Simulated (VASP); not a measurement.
# Au (Fm-3m) in VASP: notebook

Au is run at these levels: LDA; tasks: single point.

All numbers are computed with VASP 6.6.1; they aren't measurements. Logs are shortened: lines on timing, memory, paths and dates and some standing lists are left out, and cuts for length are marked.

## Step 1: The cell of the first run

Symmetry: Fm-3m, No. 225, cubic system. The conventional cell has a = 4.091 Å, b = 4.091 Å, c = 4.091 Å, α = 90.00°, β = 90.00°, γ = 90.00°. Within 3.8 Å of Au (site symmetry m-3m) lie 12 Au at 2.89 Å.

## Step 2: Single point, LDA

INCAR

```
SYSTEM = Au
ALGO = Normal
EDIFF = 1E-6
ENCUT = 520
GGA = CA
ISIF = 2
ISMEAR = 0
LASPH = .True.
LCHARG = .False.
LREAL = .False.
LWAVE = .False.
NBANDS = 12
NELM = 100
PREC = Accurate
SIGMA = 0.15
```

KPOINTS

```
k-points
0
Gamma
  20 20 20
  0 0 0
```

POSCAR

```
Au
1.0
    0.0000000000      2.0455000000      2.0455000000
    2.0455000000      0.0000000000      2.0455000000
    2.0455000000      2.0455000000      0.0000000000
Au
1
Direct
    0.0000000000      0.0000000000      0.0000000000
```

Potentials or basis: VASP PAW LDA potentials, release 64 (Au).

The run is started by

```
$ cat potpaw_LDA.64/Au/POTCAR > POTCAR
$ mpirun -np 1 vasp_std > vasp.out
```

OUTCAR:

```text
SYSTEM = Au
   EDIFF = 1E-6
   ENCUT = 520
   GGA = CA
   ISIF = 2
   ISMEAR = 0
   LASPH = .True.
   LREAL = .False.
   NELM = 100
   PREC = Accurate

 ion  position               nearest neighbor table
   1  0.000  0.000  0.000-

  LATTYP: Found a face centered cubic cell.
 ALAT       =     4.0910000000

  Lattice vectors:

 A1 = (   0.0000000000,   2.0455000000,   2.0455000000)
 A2 = (   2.0455000000,   0.0000000000,   2.0455000000)
 A3 = (   2.0455000000,   2.0455000000,   0.0000000000)

Analysis of symmetry for initial positions (statically):
=====================================================================
 Subroutine PRICEL returns:
 Original cell was already a primitive cell.

 Routine SETGRP: Setting up the symmetry group for a
 face centered cubic supercell.

 Subroutine GETGRP returns: Found 48 space group operations
 (whereof 48 operations were pure point group operations)
 out of a pool of 48 trial point group operations.

The static configuration has the point symmetry O_h .

Analysis of symmetry for dynamics (positions and initial velocities):
=====================================================================
 Subroutine PRICEL returns:
 Original cell was already a primitive cell.

 Routine SETGRP: Setting up the symmetry group for a
 face centered cubic supercell.

 Subroutine GETGRP returns: Found 48 space group operations
 (whereof 48 operations were pure point group operations)
 out of a pool of 48 trial point group operations.

The dynamic configuration has the point symmetry O_h .

 Subroutine INISYM returns: Found 48 space group operations
 (whereof 48 operations are pure point group operations),
 and found     1 'primitive' translations

----------------------------------------------------------------------------------------

                                     Primitive cell

  volume of cell :      17.1170

  direct lattice vectors                    reciprocal lattice vectors
     0.000000000  2.045500000  2.045500000    -0.244439012  0.244439012  0.244439012
     2.045500000  0.000000000  2.045500000     0.244439012 -0.244439012  0.244439012
     2.045500000  2.045500000  0.000000000     0.244439012  0.244439012 -0.244439012

  length of vectors
     2.892773842  2.892773842  2.892773842     0.423380789  0.423380789  0.423380789

  position of ions in fractional coordinates (direct lattice)
     0.000000000  0.000000000  0.000000000

  ion indices of the primitive-cell ions
   primitive index   ion index
                 1           1

----------------------------------------------------------------------------------------

 KPOINTS: k-points

Automatic generation of k-mesh.
 Grid dimensions read from file:
 generate k-points for:   20   20   20

 Generating k-lattice:

  Cartesian coordinates                     Fractional coordinates (reciprocal lattice)
    -0.012221951  0.012221951  0.012221951     0.050000000  0.000000000  0.000000000
     0.012221951 -0.012221951  0.012221951     0.000000000  0.050000000  0.000000000
     0.012221951  0.012221951 -0.012221951     0.000000000  0.000000000  0.050000000

  Length of vectors
     0.021169039  0.021169039  0.021169039

  Shift w.r.t. Gamma in fractional coordinates (k-lattice)
     0.000000000  0.000000000  0.000000000

 Subroutine IBZKPT returns following result:
 ===========================================

 Found    256 irreducible k-points:

 Following reciprocal coordinates:
            Coordinates               Weight
  0.000000  0.000000  0.000000      1.000000
  0.050000  0.000000  0.000000      8.000000
  0.100000  0.000000  0.000000      8.000000
  0.150000  0.000000  0.000000      8.000000
  0.200000  0.000000  0.000000      8.000000
  0.250000  0.000000  0.000000      8.000000
[... 16 lines left out ...]
 -0.400000  0.050000  0.000000     24.000000
 -0.350000  0.050000  0.000000     24.000000
 [... further k-points ...]
   k-points           NKPTS =    256   k-points in BZ     NKDIM =    256   number of bands    NBANDS=     12
   number of dos      NEDOS =    301   number of ions     NIONS =      1
   total plane-waves  NPLWV =  13824
   dimension x,y,z NGX =    24 NGY =   24 NGZ =   24
   dimension x,y,z NGXF=    48 NGYF=   48 NGZF=   48
   ions per type =               1
   NGX,Y,Z   is equivalent  to a cutoff of  13.79, 13.79, 13.79 a.u.
   NGXF,Y,Z  is equivalent  to a cutoff of  27.59, 27.59, 27.59 a.u.
 SYSTEM =  Au
   PREC   = accura    normal or accurate (medium, high low for compatibility)
   ISTART =      0    job   : 0-new  1-cont  2-samecut
   ICHARG =      2    charge: 1-file 2-atom 10-const
   ISPIN  =      1    spin polarized calculation?
   LNONCOLLINEAR =      F non collinear calculations
   LSORBIT =      F    spin-orbit coupling
   LASPH  =      T    aspherical Exc in radial PAW
   ENCUT  =  520.0 eV  38.22 Ry    6.18 a.u.   5.38  5.38  5.38*2*pi/ulx,y,z
   NELM   =    100;   NELMIN=  2; NELMDL= -5     # of ELM steps
   EDIFF  = 0.1E-05   stopping-criterion for ELM
   LREAL  =      F    real-space projection
[... 7 lines left out ...]
   TEBEG  =    0.0;   TEEND  =   0.0 temperature during run
   PSTRESS=    0.0 pullay stress
   NELECT =      11.0000    total number of electrons
   NUPDOWN=      -1.0000    fix difference up-down
   EMIN   =  10.00;   EMAX   =-10.00  energy-range for DOS
   EFERMI =   0.00;   METHOD = LEGACY
   ISMEAR =     0;   SIGMA  =   0.15  broadening in eV -4-tet -1-fermi 0-gaus
   EFERMI_NEDOS =   21; number of points for ismear=-14 and -15
   IALGO  =     38    algorithm
   IMIX   =      4    mixing-type and parameters
     AMIX     =   0.40;   BMIX     =  1.00
     AMIX_MAG =   1.60;   BMIX_MAG =  1.00
  volume/ion in A,a.u.               =      17.12       115.51
  Fermi-wavevector in a.u.,A,eV,Ry     =   1.412742  2.669696 27.155058  1.995840
  Thomas-Fermi vector in A             =   2.534459
   LORBIT       =      0    0 simple, 1 ext, 2 COOP (PROOUT), +10 PAW based schemes
   GGA     = CA    functional components
   LHFCALC =     F    Hartree Fock is set to
   AEXX    =    0.0000 exact exchange contribution
   IVDW    =     0    specifies the selected vdW correction
   LEPSILON=     F    determine dielectric tensor
   LRPA    =     F    only Hartree local field effects (RPA)
 non-spin polarized calculation
 Gauss-broadening in eV      SIGMA  =   0.15
  energy-cutoff  :      520.00
  volume of cell :       17.12
 maximum number of plane-waves:       479
 NGX is ok and might be reduce to    24
   NGX = 11   NGY = 11   NGZ = 11

 number of electron      11.0000000 magnetization

 Free energy of the ion-electron system (eV)
  ---------------------------------------------------
  ext. energy  EPLUGINS =         0.00000000
  ---------------------------------------------------
  free energy    TOTEN  =        -4.43927917 eV

  energy without entropy =       -4.43633929  energy(sigma->0) =       -4.43780923

 E-fermi :   9.1777     XC(G=0): -12.9576

 val. band max:        9.1714398388   @ k =   0.5000   0.2500   0.1000
 cond. band min:       9.1786749865   @ k =   0.5000   0.3500   0.1500
 fundamental gap:      0.0072351476
 Fermi energy:         9.1777487037

 k-point     1 :       0.0000    0.0000    0.0000
  band No.  band energies     occupation
      1      -0.6576      2.00000
      2       4.5246      2.00000
      3       4.5246      2.00000
      4       4.5246      2.00000
      5       6.0516      2.00000
      6       6.0516      2.00000
      7      23.7045      0.00000
      8      27.6317      0.00000
      9      27.6317      0.00000
     10      27.6317      0.00000
     11      32.6477      0.00000
     12      37.1715      0.00000

 k-point     2 :       0.0500    0.0000    0.0000
  band No.  band energies     occupation
      1      -0.5703      2.00000
      2       4.4955      2.00000
      3       4.5551      2.00000
      4       4.5551      2.00000
      5       6.0374      2.00000
      6       6.0374      2.00000
      7      23.8098      0.00000
      8      27.0519      0.00000
      9      27.7362      0.00000
     10      27.7362      0.00000
     11      33.1545      0.00000
     12      35.9502      0.00000

 k-point     3 :       0.1000    0.0000    0.0000
  band No.  band energies     occupation
      1      -0.3141      2.00000
      2       4.4193      2.00000
      3       4.6373      2.00000
      4       4.6373      2.00000
      5       6.0056      2.00000
      6       6.0056      2.00000
      7      24.0704      0.00000
      8      25.7813      0.00000
      9      28.0350      0.00000
     10      28.0350      0.00000
     11      33.1789      0.00000
     12      35.4426      0.00000

 k-point     4 :       0.1500    0.0000    0.0000
  band No.  band energies     occupation
      1       0.0919      2.00000
      2       4.3290      2.00000
      3       4.7400      2.00000
      4       4.7400      2.00000
      5       5.9905      2.00000
      6       5.9905      2.00000
      7      23.8422      0.00000
      8      24.7876      0.00000
      9      28.4760      0.00000
     10      28.4760      0.00000
     11      31.8692      0.00000
     12      34.1049      0.00000

 k-point     5 :       0.2000    0.0000    0.0000
  band No.  band energies     occupation
      1       0.6047      2.00000
      2       4.2853      2.00000
      3       4.8103      2.00000
      4       4.8103      2.00000
      5       6.0468      2.00000
      6       6.0468      2.00000
      7      22.2128      0.00000
      8      24.8915      0.00000
      9      28.9242      0.00000
     10      28.9242      0.00000
     11      30.9482      0.00000
     12      32.8640      0.00000

 k-point     6 :       0.2500    0.0000    0.0000
  band No.  band energies     occupation
      1       1.1387      2.00000
      2       4.3895      2.00000
      3       4.8066      2.00000
      4       4.8066      2.00000
      5       6.2133      2.00000
      6       6.2133      2.00000
      7      20.3214      0.00000
      8      24.7751      0.00000
      9      29.0305      0.00000
     10      29.0305      0.00000
     11      30.8720      0.00000
     12      32.1297      0.00000

 k-point     7 :       0.3000    0.0000    0.0000
  band No.  band energies     occupation
      1       1.5636      2.00000
      2       4.7406      2.00000
      3       4.7406      2.00000
      4       4.7803      2.00000
      5       6.4683      2.00000
      6       6.4683      2.00000
      7      18.3474      0.00000
      8      24.3672      0.00000
      9      28.4682      0.00000
     10      28.4682      0.00000
     11      31.5686      0.00000
     12      32.2499      0.00000

 k-point     8 :       0.3500    0.0000    0.0000
  band No.  band energies     occupation
      1       1.7957      2.00000
      2       4.6509      2.00000
      3       4.6509      2.00000
      4       5.5343      2.00000
      5       6.7531      2.00000
      6       6.7531      2.00000
      7      16.3809      0.00000
      8      23.8904      0.00000
      9      27.6183      0.00000
     10      27.6183      0.00000
     11      32.7005      0.00000
     12      32.8319      0.00000
[... 166 lines left out ...]
 k-point    20 :       0.4500    0.0500    0.0000
  band No.  band energies     occupation
      1       1.9595      2.00000
      2       4.4799      2.00000
      3       4.5854      2.00000
      4       6.4838      2.00000
      5       7.2096      2.00000
      6       7.9223      2.00000
      7      13.4474      0.00000
      8      23.3855      0.00000
      9      26.0516      0.00000
     10      26.3952      0.00000
     11      33.7349      0.00000
     12      34.0077      0.00000

 k-point    21 :       0.5000    0.0500    0.0000
  band No.  band energies     occupation
      1       1.9619      2.00000
      2       4.4516      2.00000
      3       4.5470      2.00000
      4       6.7917      2.00000
      5       7.2531      2.00000
      6       8.6475      2.00000
      7      12.3190      0.00000
      8      23.2438      0.00000
      9      25.9076      0.00000
     10      26.0100      0.00000
     11      34.0420      0.00000
     12      34.1733      0.00000

 k-point    22 :      -0.4500    0.0500    0.0000
  band No.  band energies     occupation
      1       1.9626      2.00000
      2       4.4649      2.00000
      3       4.5468      2.00000
      4       6.7860      2.00000
      5       7.1698      2.00000
      6       8.4777      2.00000
      7      12.5876      0.00000
      8      23.2680      0.00000
      9      25.7429      0.00000
     10      26.3033      0.00000
     11      33.9379      0.00000
     12      34.0941      0.00000

 k-point    23 :      -0.4000    0.0500    0.0000
  band No.  band energies     occupation
      1       1.9565      2.00000
      2       4.5167      2.00000
      3       4.5856      2.00000
      4       6.3954      2.00000
      5       6.9719      2.00000
      6       7.7500      2.00000
      7      13.9862      0.00000
      8      23.4553      0.00000
      9      25.8957      0.00000
     10      26.9318      0.00000
     11      33.3295      0.00000
     12      33.8343      0.00000

 k-point    24 :      -0.3500    0.0500    0.0000
  band No.  band energies     occupation
      1       1.9066      2.00000
      2       4.5967      2.00000
      3       4.6579      2.00000
      4       5.6270      2.00000
      5       6.6933      2.00000
      6       7.2327      2.00000
      7      15.7822      0.00000
      8      23.7893      0.00000
      9      26.3171      0.00000
     10      27.8620      0.00000
     11      32.3695      0.00000
     12      33.2708      0.00000

 [... further k-points ...]

------------------------ aborting loop because EDIFF is reached ----------------------------------------

  FORCE on cell =-STRESS in cart. coord.  units (eV):
  Direction    XX          YY          ZZ          XY          YZ          ZX
  --------------------------------------------------------------------------------------
  -------------------------------------------------------------------------------------
  Total       -0.5513112     -0.5513112     -0.5513112     -0.0000000      0.0000000     -0.0000000
  in kB      -51.6034706    -51.6034706    -51.6034706     -0.0000000      0.0000000     -0.0000000
  external PRESSURE =     -51.6034706 kB  Pullay stress =       0.0000000 kB

 VOLUME and BASIS-vectors are now :
 -----------------------------------------------------------------------------
  energy-cutoff  :      520.00
  volume of cell :       17.12
      direct lattice vectors                 reciprocal lattice vectors
     0.000000000  2.045500000  2.045500000    -0.244439012  0.244439012  0.244439012
     2.045500000  0.000000000  2.045500000     0.244439012 -0.244439012  0.244439012
     2.045500000  2.045500000  0.000000000     0.244439012  0.244439012 -0.244439012

 POSITION                                       TOTAL-FORCE (eV/Angst)
 -----------------------------------------------------------------------------------
      0.00000      0.00000      0.00000         0.000000      0.000000      0.000000
 -----------------------------------------------------------------------------------
    total drift:                               -0.000000      0.000000      0.000000

  FREE ENERGIE OF THE ION-ELECTRON SYSTEM (eV)
  ---------------------------------------------------
  free  energy   TOTEN  =        -4.4392791675 eV

  energy  without entropy=       -4.4363392900  energy(sigma->0) =       -4.43780923
```

Run time: 40 s. Hardware: 1 thread of Intel Xeon 8259CL, shared host; peak memory 0.17 GiB.

What came out:

- Free energy: -4.4393 eV
- Pressure: -5.2 GPa

Caveat: spin-orbit coupling is left out, which moves the levels of the heavy elements.

## Step 3: Single point, LDA

INCAR

```
PREC     = Accurate       # precision mode
ENCUT    = 520            # plane-wave cutoff, eV
EDIFF    = 1E-6           # SCF threshold, eV
ISMEAR   = 0              # smearing method
SIGMA    = 0.15           # smearing width, eV
LREAL    = F              # projectors in reciprocal space
LASPH    = T              # aspherical terms in the spheres
NELM     = 60             # most SCF steps
ALGO     = Normal         # electronic algorithm
ISIF     = 2              # what is computed and relaxed
LWAVE    = F              # write WAVECAR
LCHARG   = F              # write CHGCAR
GGA      = CA             # functional
NBANDS   = 12             # bands
```

KPOINTS

```
Automatic mesh
0
Gamma
  22 22 22
```

POSCAR is that of step 2.

Potentials or basis: VASP PAW LDA potentials, release 64 (Au).

The run is started by

```
$ cat potpaw_LDA.64/Au/POTCAR > POTCAR
$ mpirun -np 1 vasp_std > vasp.out
```

It took 59 s on 1 thread of Intel Xeon 8259CL, shared host; peak memory 0.18 GiB.

Results (log left out):

```yaml
Free_energy: -4.4392 eV
Pressure: -5.2 GPa
```

Levels at points of the mesh, in eV from the Fermi level:
```
           k point  band 3  band 4  band 5  band 6  band 7  band 8  band 9  band 10
(0.00, 0.00, 0.00)   -4.66   -4.66   -3.13   -3.13   14.52   18.45   18.45    18.45
(0.50, 0.00, 0.00)   -4.69   -1.93   -1.93   -0.96    3.05   13.98   17.01    17.01
(0.50, 0.50, 0.00)   -1.97   -1.61   -1.61    1.00    5.73    9.93    9.93    17.23
```

Caveat: spin-orbit coupling is left out, which moves the levels of the heavy elements.
